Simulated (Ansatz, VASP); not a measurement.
**Ru: VASP beside Ansatz**

Contents of INCAR:

```
ALGO     = Normal         # electronic algorithm
EDIFF    = 1E-6           # SCF threshold, eV
EDIFFG   = -0.005         # ionic threshold
ENCUT    = 600            # plane-wave cutoff, eV
GGA      = PE             # functional
IBRION   = 2              # ionic algorithm
ISIF     = 3              # what is computed and relaxed
ISMEAR   = -1             # smearing method
LASPH    = T              # aspherical terms in the spheres
LCHARG   = F              # write CHGCAR
LREAL    = F              # projectors in reciprocal space
LWAVE    = F              # write WAVECAR
NELM     = 60             # most SCF steps
NSW      = 60             # ionic steps
PREC     = Accurate       # precision mode
SIGMA    = 0.05           # smearing width, eV
```

KPOINTS

```
k-points
0
Gamma
  17 17 15
```

The input POSCAR:

```
Ru
1.0
    2.6006499746      0.0000000000      0.0000000000
   -1.3003249873      2.2522289443      0.0000000000
    0.0000000000      0.0000000000      2.4446109761
Ru
1
Direct
    0.0000000000      0.0000000000      0.0000000000
```

Input for Ansatz:

```yaml
crystal:
  lattice:
    - [2.6006499746, 0.0, 0.0]
    - [-1.3003249873, 2.2522289443, 0.0]
    - [0.0, 0.0, 2.4446109761]
  atoms:
    - { symbol: Ru, position: [0.0, 0.0, 0.0] }
kpoints:
  mp_grid: { grid: [17, 17, 15] }
scf:
  occupations: { method: fermi_dirac, width: 0.05 }
hamiltonian:
  xc: pbe
  pseudopotentials: { kind: paw }
output:
  forces: true
  stress: true
relax:
  f_tol: 0.005
  max_steps: 40
  cell: {}
```

Alike in both runs: task relaxation of cell and atoms; functional PBE; k mesh 17 × 17 × 15; occupations fermi-dirac, width 0.05 eV; no spin polarisation.

|  | VASP | Ansatz |
| --- | --- | --- |
| version | VASP 6.6.1 | Ansatz 0.2.0 |
| potentials or method | VASP PAW PBE potentials, release 64 (Ru_pv) | PAW with Ansatz's default frozen-core files, scalar-relativistic |
| plane-wave cutoff (eV) | 600 | 420 |
| valence electrons in the cell | 14 | 16 |

Ansatz gave:

```
relaxed volume (Å³/atom)                                     : 15.04
relaxed cell length with the largest relative difference (Å) : 2.448
```

Question: What did VASP give for the same quantities?

Answer: Relaxed volume (Å³/atom): 15.04; relaxed cell length with the largest relative difference (Å): 2.453.

VASP's potentials hold 14 valence electrons a cell and Ansatz's 16, so a difference there can come from the potentials and not from the codes.
